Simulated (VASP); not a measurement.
# C (Fmmm) in VASP: a series of runs

The runs below take C through relaxation of cell and atoms, single point, with PBEsol.

Program: VASP 6.6.1. These are calculated values, not measurements. Logs are shortened: lines on timing, memory, paths and dates and some standing lists are left out, and cuts for length are marked.

## 1. The cell of the first run

It takes space group Fmmm (No. 69, orthorhombic). Conventional cell: a = 2.456 Å, b = 4.254 Å, c = 6.696 Å, α = 90.00°, β = 90.00°, γ = 90.00°. C (site symmetry m2m) has 3 C at 1.42 Å within 1.9 Å.

## 2. Relaxation of cell and atoms, PBEsol

Input file INCAR:

```
SYSTEM = C
PREC = Accurate ; ENCUT = 910
EDIFF = 1E-7 ; ISMEAR = 0
SIGMA = 0.02 ; LREAL = .False.
LASPH = .True. ; NELM = 120
ALGO = Normal ; ISIF = 3
LWAVE = .False. ; LCHARG = .False.
GGA = PS ; IBRION = 2
NSW = 100 ; EDIFFG = -0.005
GGA_COMPAT = .False. ; NELMIN = 4
```

Input file KPOINTS:

```
regular mesh
0
Gamma
  14 14 14
  0 0 0
```

Input file POSCAR:

```
C
1.0
    0.0000000000      2.1270000000      3.3480000000
    1.2280000000      0.0000000000      3.3480000000
    1.2280000000      2.1270000000      0.0000000000
C
2
Direct
    0.1666700000      0.8333300000      0.1666700000
    0.8333300000      0.1666700000      0.8333300000
```

Potentials or basis: VASP PAW PBE potentials, release 64 (C_h).

Command:

```console
$ cat potpaw_PBE.64/C_h/POTCAR > POTCAR
$ mpirun -np 1 vasp_std > vasp.out
```

OUTCAR:

```text
SYSTEM = C
   PREC = Accurate
   ENCUT = 910
   EDIFF = 1E-7
   ISMEAR = 0
   LREAL = .False.
   LASPH = .True.
   NELM = 120
   ISIF = 3
   GGA = PS
   IBRION = 2
   NSW = 100
   EDIFFG = -0.005
   NELMIN = 4

 ion  position               nearest neighbor table
   1  0.167  0.833  0.167-   2 1.42   2 1.42   2 1.42
   2  0.833  0.167  0.833-   1 1.42   1 1.42   1 1.42

  LATTYP: Found a face centered orthorhombic cell.
 ALAT       =     2.4560000000
 B/A-ratio  =     1.7320846906
 C/A-ratio  =     2.7263843648

  Lattice vectors:

 A1 = (   0.0000000000,   2.1270000000,   3.3480000000)
 A2 = (   1.2280000000,   0.0000000000,   3.3480000000)
 A3 = (   1.2280000000,   2.1270000000,   0.0000000000)

Analysis of symmetry for initial positions (statically):
=====================================================================
 Subroutine PRICEL returns:
 Original cell was already a primitive cell.

 Routine SETGRP: Setting up the symmetry group for a
 face centered orthorhombic supercell.

 Subroutine GETGRP returns: Found  8 space group operations
 (whereof  8 operations were pure point group operations)
 out of a pool of  8 trial point group operations.

The static configuration has the point symmetry D_2h.

Analysis of symmetry for dynamics (positions and initial velocities):
=====================================================================
 Subroutine PRICEL returns:
 Original cell was already a primitive cell.

 Routine SETGRP: Setting up the symmetry group for a
 face centered orthorhombic supercell.

 Subroutine GETGRP returns: Found  8 space group operations
 (whereof  8 operations were pure point group operations)
 out of a pool of  8 trial point group operations.

The dynamic configuration has the point symmetry D_2h.

 Subroutine INISYM returns: Found  8 space group operations
 (whereof  8 operations are pure point group operations),
 and found     1 'primitive' translations

----------------------------------------------------------------------------------------

                                     Primitive cell

  volume of cell :      17.4897

[... 111 lines left out ...]
  Thomas-Fermi vector in A             =   2.394838
   LORBIT       =      0    0 simple, 1 ext, 2 COOP (PROOUT), +10 PAW based schemes
   GGA     = PS    functional components
   LHFCALC =     F    Hartree Fock is set to
   AEXX    =    0.0000 exact exchange contribution
   IVDW    =     0    specifies the selected vdW correction
   LEPSILON=     F    determine dielectric tensor
   LRPA    =     F    only Hartree local field effects (RPA)
 conjugate gradient relaxation of ions
 non-spin polarized calculation
 Gauss-broadening in eV      SIGMA  =   0.02
  energy-cutoff  :      910.00
  volume of cell :       17.49
 maximum number of plane-waves:      1112
   NGX = 19   NGY = 17   NGZ = 13

--------------------------------------- Ionic step        1  -------------------------------------------

 number of electron       8.0000000 magnetization

 Free energy of the ion-electron system (eV)
  ---------------------------------------------------
  ext. energy  EPLUGINS =         0.00000000
  ---------------------------------------------------
  free energy    TOTEN  =       -19.31247609 eV

  energy without entropy =      -19.31247609  energy(sigma->0) =      -19.31247609

------------------------ aborting loop because EDIFF is reached ----------------------------------------

  FORCE on cell =-STRESS in cart. coord.  units (eV):
  Direction    XX          YY          ZZ          XY          YZ          ZX
  --------------------------------------------------------------------------------------
  -------------------------------------------------------------------------------------
  Total        0.1416656      0.1438366      0.1750965      0.0000000      0.0000000      0.0000000
  in kB       12.9775818     13.1764542     16.0400841      0.0000000      0.0000000      0.0000000
  external PRESSURE =      14.0647067 kB  Pullay stress =       0.0000000 kB
[... 89 lines left out ...]
  FREE ENERGIE OF THE ION-ELECTRON SYSTEM (eV)
  ---------------------------------------------------
  free  energy   TOTEN  =       -19.3128957481 eV

  energy  without entropy=      -19.3128957481  energy(sigma->0) =      -19.31289575

[... ionic steps 4 to 15 ...]

--------------------------------------- Ionic step       16  -------------------------------------------

 number of electron       8.0000000 magnetization

------------------------ aborting loop because EDIFF is reached ----------------------------------------
[... 67 lines left out ...]
--------------------------------------- Ionic step       18  -------------------------------------------

 number of electron       8.0000000 magnetization

 Free energy of the ion-electron system (eV)
  ---------------------------------------------------
  ext. energy  EPLUGINS =         0.00000000
  ---------------------------------------------------
  free energy    TOTEN  =       -19.31670467 eV

  energy without entropy =      -19.31670467  energy(sigma->0) =      -19.31670467

 E-fermi :   5.0945     XC(G=0): -10.3135

 val. band max:        4.9224072924   @ k =   0.5000  -0.1429   0.3571
 cond. band min:       5.4662303985   @ k =  -0.0714   0.2857   0.2857
 fundamental gap:      0.5438231061
 Fermi energy:         5.0945256977

 k-point     1 :       0.0000    0.0000    0.0000
  band No.  band energies     occupation
      1     -14.6486      2.00000
      2      -1.8744      2.00000
      3       2.0091      2.00000
      4       2.0126      2.00000
      5       8.6762      0.00000
      6      13.3372      0.00000
      7      13.3985      0.00000
      8      16.5174      0.00000
[... 243 lines left out ...]
 k-point    24 :       0.2857    0.1429    0.0000
  band No.  band energies     occupation
      1     -14.0837      2.00000
      2      -1.9807      2.00000
      3       0.2508      2.00000
      4       1.1145      2.00000
      5      10.9976      0.00000
      6      13.4359      0.00000
      7      14.9402      0.00000
      8      15.3022      0.00000

 [... further k-points ...]

------------------------ aborting loop because EDIFF is reached ----------------------------------------

  FORCE on cell =-STRESS in cart. coord.  units (eV):
  Direction    XX          YY          ZZ          XY          YZ          ZX
  --------------------------------------------------------------------------------------
  -------------------------------------------------------------------------------------
  Total       -0.0006093      0.0005986     -0.0001247     -0.0000000      0.0000000      0.0000000
  in kB       -0.0530208      0.0520862     -0.0108492     -0.0000000      0.0000000      0.0000000
  external PRESSURE =      -0.0039279 kB  Pullay stress =       0.0000000 kB
[... 17 lines left out ...]
  FREE ENERGIE OF THE ION-ELECTRON SYSTEM (eV)
  ---------------------------------------------------
  free  energy   TOTEN  =       -19.3167046712 eV

  energy  without entropy=      -19.3167046712  energy(sigma->0) =      -19.31670467

 reached required accuracy - stopping structural energy minimisation
```

CONTCAR:

```text
C
   1.00000000000000
    -0.0000000000000000    2.1291756558419683    3.5171724206439756
     1.2293460787673236    0.0000000000000000    3.5171724206439756
     1.2293460787673236    2.1291756558419683    0.0000000000000000
  C
     2
Direct
     0.1667164843614141    0.8332835156385860    0.1667164843614141
     0.8332835156385860    0.1667164843614141    0.8332835156385860

  0.00000000E+00  0.00000000E+00  0.00000000E+00
  0.00000000E+00  0.00000000E+00  0.00000000E+00
```

Run time: 8.5 min. Hardware: 1 thread of Intel Xeon Platinum 8559C (Emerald Rapids), shared host; peak memory 0.25 GiB.

Results:

```yaml
Free_energy: -19.3167 eV
Relaxed_volume: 9.21 Å³/atom
Relaxed_cell: a = 4.111 Å, b = 3.726 Å, c = 2.459 Å, α = 80.50°, β = 63.35°, γ = 36.14°
Space_group_after_relaxing_to_0.1_Å: Fmmm (No. 69)
Energy_gained_by_relaxing: 2.1 meV/atom
Ionic_steps: 18
Pressure_after_relaxing: 0.0 GPa
```

Step by step:
| step | energy change (eV) | largest force (eV/Å) | pressure (GPa) | volume (Å³) |
| --- | --- | --- | --- | --- |
| 1 | 0.0000 | 0.0326 | 1.41 | 17.49 |
| 2 | 0.0001 | 0.1414 | -1.54 | 17.68 |
| 3 | -0.0004 | 0.0494 | 0.03 | 17.58 |
| 4 | -0.0012 | 0.0767 | -0.29 | 17.69 |
| 5 | -0.0014 | 0.3004 | -0.85 | 17.88 |
| 6 | -0.0015 | 0.2220 | -0.66 | 17.81 |
| 7 | -0.0016 | 0.2136 | -0.66 | 17.83 |
| 8 | -0.0021 | 0.1882 | -0.54 | 17.88 |
| 9 | -0.0030 | 0.1373 | -0.40 | 17.99 |
| 10 | -0.0040 | 0.0355 | -0.09 | 18.21 |
| 11 | -0.0036 | 0.1680 | 0.56 | 18.64 |
| 12 | -0.0042 | 0.0368 | 0.15 | 18.36 |
| 13 | -0.0042 | 0.0145 | 0.07 | 18.38 |
| 14 | -0.0042 | 0.0033 | 0.06 | 18.39 |
| 15 | -0.0042 | 0.0189 | 0.00 | 18.41 |
| 16 | -0.0042 | 0.0100 | 0.05 | 18.40 |
| 17 | -0.0042 | 0.0130 | 0.03 | 18.41 |
| 18 | -0.0042 | 0.0001 | 0.00 | 18.41 |

Final structure:
```xyz
2
Lattice="0.0000 2.1292 3.5172 1.2293 0.0000 3.5172 1.2293 2.1292 0.0000" Properties=species:S:1:pos:R:3 pbc="T T T"
C     1.2293    0.7099    3.5172
C     1.2293    3.5484    3.5172
```

Caveat: the cutoff is under 1.25 times the usual one of these potentials, so pressure, stress and relaxed cells hold a basis-set (Pulay) error; this functional lacks dispersion, which binds the layers, so the pressure and a relaxed spacing across them are unreliable; the PAW data sets were made with another functional, which shifts forces and pressure a little.

## 3. Relaxation of cell and atoms, PBEsol

This run uses another cell than the first one, of 9.66 Å³/atom.

Input file INCAR:

```
SYSTEM = C
  ALGO = Normal
  EDIFF = 1E-7
  EDIFFG = -0.005
  ENCUT = 910
  GGA = PS
  GGA_COMPAT = .False.
  IBRION = 2
  ISIF = 3
  ISMEAR = 0
  LASPH = .True.
  LCHARG = .False.
  LREAL = .False.
  LWAVE = .False.
  NELM = 120
  NELMIN = 4
  NSW = 100
  PREC = Accurate
  SIGMA = 0.02
```

Input file KPOINTS:

```
k-points
0
Gamma
  14 14 14
  0 0 0
```

Input file POSCAR:

```
C
1.0
    0.0000000000      2.1294003736      3.6913216801
    1.2294262032      0.0000000000      3.6913216801
    1.2294262032      2.1294003736      0.0000000000
C
2
Direct
    0.1666962522      0.8333037478      0.1666962522
    0.8333037478      0.1666962522      0.8333037478
```

Potentials or basis: VASP PAW PBE potentials, release 64 (C_h).

Command:

```console
$ cat potpaw_PBE.64/C_h/POTCAR > POTCAR
$ mpirun -np 1 vasp_std > vasp.out
```

OUTCAR:

```text
SYSTEM = C
   EDIFF = 1E-7
   EDIFFG = -0.005
   ENCUT = 910
   GGA = PS
   IBRION = 2
   ISIF = 3
   ISMEAR = 0
   LASPH = .True.
   LREAL = .False.
   NELM = 120
   NELMIN = 4
   NSW = 100
   PREC = Accurate

 ion  position               nearest neighbor table
   1  0.167  0.833  0.167-   2 1.42   2 1.42   2 1.42
   2  0.833  0.167  0.833-   1 1.42   1 1.42   1 1.42

  LATTYP: Found a face centered orthorhombic cell.
 ALAT       =     2.4588524064
 B/A-ratio  =     1.7320278094
 C/A-ratio  =     3.0024751957

  Lattice vectors:

 A1 = (   0.0000000000,   2.1294003736,   3.6913216801)
 A2 = (   1.2294262032,   0.0000000000,   3.6913216801)
 A3 = (   1.2294262032,   2.1294003736,   0.0000000000)

Analysis of symmetry for initial positions (statically):
=====================================================================
 Subroutine PRICEL returns:
 Original cell was already a primitive cell.

 Routine SETGRP: Setting up the symmetry group for a
 face centered orthorhombic supercell.

 Subroutine GETGRP returns: Found  8 space group operations
 (whereof  8 operations were pure point group operations)
 out of a pool of  8 trial point group operations.

The static configuration has the point symmetry D_2h.

Analysis of symmetry for dynamics (positions and initial velocities):
=====================================================================
 Subroutine PRICEL returns:
 Original cell was already a primitive cell.
[... 267 lines left out ...]
 cond. band min:       5.0816080578   @ k =  -0.0714   0.2857   0.2857
 fundamental gap:      0.6961004017
 Fermi energy:         4.5724596082

 k-point     1 :       0.0000    0.0000    0.0000
  band No.  band energies     occupation
      1     -15.0151      2.00000
      2      -2.4596      2.00000
      3       1.6021      2.00000
      4       1.6048      2.00000
      5       8.0436      0.00000
      6      12.9353      0.00000
      7      12.9745      0.00000
      8      16.1218      0.00000
[... 243 lines left out ...]
 k-point    24 :       0.2857    0.1429    0.0000
  band No.  band energies     occupation
      1     -14.4752      2.00000
      2      -2.4096      2.00000
      3      -0.1551      2.00000
      4       0.7080      2.00000
      5      10.1515      0.00000
      6      13.0194      0.00000
      7      14.5426      0.00000
      8      14.8898      0.00000

 [... further k-points ...]

[... ionic steps 4 to 22 ...]

--------------------------------------- Ionic step       23  -------------------------------------------

 number of electron       8.0000000 magnetization

------------------------ aborting loop because EDIFF is reached ----------------------------------------
[... 67 lines left out ...]
--------------------------------------- Ionic step       25  -------------------------------------------

 number of electron       8.0000000 magnetization

 Free energy of the ion-electron system (eV)
  ---------------------------------------------------
  ext. energy  EPLUGINS =         0.00000000
  ---------------------------------------------------
  free energy    TOTEN  =       -19.32099953 eV

  energy without entropy =      -19.32099953  energy(sigma->0) =      -19.32099953

 E-fermi :   4.6973     XC(G=0): -10.0975

 val. band max:        4.5545561284   @ k =   0.5000  -0.1429   0.3571
 cond. band min:       5.2037887842   @ k =  -0.0714   0.2857   0.2857
 fundamental gap:      0.6492326558
 Fermi energy:         4.6972977584

 k-point     1 :       0.0000    0.0000    0.0000
  band No.  band energies     occupation
      1     -14.8970      2.00000
      2      -2.2757      2.00000
      3       1.7319      2.00000
      4       1.7353      2.00000
      5       8.2398      0.00000
      6      13.0645      0.00000
      7      13.1091      0.00000
      8      16.2487      0.00000
[... 282 lines left out ...]
  FREE ENERGIE OF THE ION-ELECTRON SYSTEM (eV)
  ---------------------------------------------------
  free  energy   TOTEN  =       -19.3209995320 eV

  energy  without entropy=      -19.3209995320  energy(sigma->0) =      -19.32099953

 reached required accuracy - stopping structural energy minimisation
```

OSZICAR:

```text
N       E                     dE             d eps       ncg     rms          rms(c)
DAV:   1     0.160028860338E+02    0.16003E+02   -0.57703E+03  6880   0.139E+03
DAV:   2    -0.195546501772E+02   -0.35558E+02   -0.33950E+02 10568   0.156E+02
DAV:   3    -0.205083678026E+02   -0.95372E+00   -0.95372E+00  8608   0.331E+01
[... 181 lines left out ...]
       N       E                     dE             d eps       ncg     rms          rms(c)
DAV:   1    -0.193210000691E+02   -0.11401E-05   -0.37695E-05  8304   0.739E-02    0.320E-03
DAV:   2    -0.193209996808E+02    0.38827E-06   -0.67936E-07  9808   0.823E-03    0.165E-03
DAV:   3    -0.193209995384E+02    0.14240E-06   -0.51035E-07  9048   0.532E-03    0.199E-04
DAV:   4    -0.193209995320E+02    0.63673E-08   -0.60449E-09  3704   0.890E-04
  25 F= -.19321000E+02 E0= -.19321000E+02  d E =-.599414E-06
```

CONTCAR:

```text
C
   1.00000000000000
     0.0000000000000000    2.1294987275152035    3.6237948435303848
     1.2294990633779510    0.0000000000000000    3.6237948435303848
     1.2294990633779510    2.1294987275152035    0.0000000000000000
  C
     2
Direct
     0.1666985901333163    0.8333014098666837    0.1666985901333163
     0.8333014098666837    0.1666985901333163    0.8333014098666837

  0.00000000E+00  0.00000000E+00  0.00000000E+00
  0.00000000E+00  0.00000000E+00  0.00000000E+00
```

Run time: 14 min. Hardware: 1 thread of Intel Xeon 6975P-C (Granite Rapids), shared host; peak memory 0.28 GiB.

What came out:

```yaml
Free_energy: -19.3210 eV
Relaxed_volume: 9.49 Å³/atom
Relaxed_cell: a = 4.203 Å, b = 3.827 Å, c = 2.459 Å, α = 80.76°, β = 63.98°, γ = 35.27°
Space_group_after_relaxing_to_0.1_Å: Fmmm (No. 69)
Energy_gained_by_relaxing: 0.1 meV/atom
Ionic_steps: 25
Pressure_after_relaxing: 0.0 GPa
```

Forces on the atoms (eV/Å):
```
C    0.000  0.002  0.000
C    0.000 -0.002  0.000
```

The path:
| step | energy change (eV) | largest force (eV/Å) | pressure (GPa) | volume (Å³) |
| --- | --- | --- | --- | --- |
| 1 | 0.0000 | 0.0001 | -0.04 | 19.33 |
| 2 | 0.0000 | 0.0003 | -0.12 | 19.32 |
| 3 | 0.0000 | 0.0004 | -0.18 | 19.32 |
| 4 | 0.0000 | 0.0007 | -0.27 | 19.31 |
| 5 | 0.0000 | 0.0006 | -0.28 | 19.31 |
| 6 | 0.0000 | 0.0005 | -0.27 | 19.30 |
| 7 | 0.0000 | 0.0002 | -0.24 | 19.30 |
| 8 | -0.0001 | 0.0003 | -0.19 | 19.28 |
| 9 | -0.0001 | 0.0013 | -0.12 | 19.25 |
| 10 | -0.0001 | 0.0034 | 0.06 | 19.20 |
| 11 | -0.0002 | 0.0076 | 0.44 | 19.08 |
| 12 | -0.0002 | 0.0063 | 0.33 | 19.11 |
| 13 | -0.0002 | 0.0053 | 0.33 | 19.11 |
| 14 | -0.0002 | 0.0026 | 0.28 | 19.08 |
| 15 | -0.0002 | 0.0029 | 0.23 | 19.03 |
| 16 | -0.0002 | 0.0140 | 0.10 | 18.92 |
| 17 | -0.0002 | 0.0083 | 0.15 | 18.98 |
| 18 | -0.0002 | 0.0114 | 0.13 | 18.95 |
| 19 | -0.0002 | 0.0096 | 0.12 | 18.96 |
| 20 | -0.0002 | 0.0107 | 0.15 | 18.95 |
| 21 | -0.0002 | 0.0101 | 0.13 | 18.96 |
| 22 | -0.0002 | 0.0002 | 0.08 | 18.97 |
| 23 | -0.0002 | 0.0088 | 0.02 | 18.97 |
| 24 | -0.0002 | 0.0069 | 0.03 | 18.97 |
| 25 | -0.0002 | 0.0022 | 0.00 | 18.98 |

Final structure:
```
C
1.0
     0.00000    2.12950    3.62379
     1.22950    0.00000    3.62379
     1.22950    2.12950    0.00000
C
2
Direct
  0.16670 0.83330 0.16670
  0.83330 0.16670 0.83330
```

Caveat: the cutoff is under 1.25 times the usual one of these potentials, so pressure, stress and relaxed cells hold a basis-set (Pulay) error; this functional lacks dispersion, which binds the layers, so the pressure and a relaxed spacing across them are unreliable; the PAW data sets were made with another functional, which shifts forces and pressure a little.

(Part 1 of 2 ends here.)
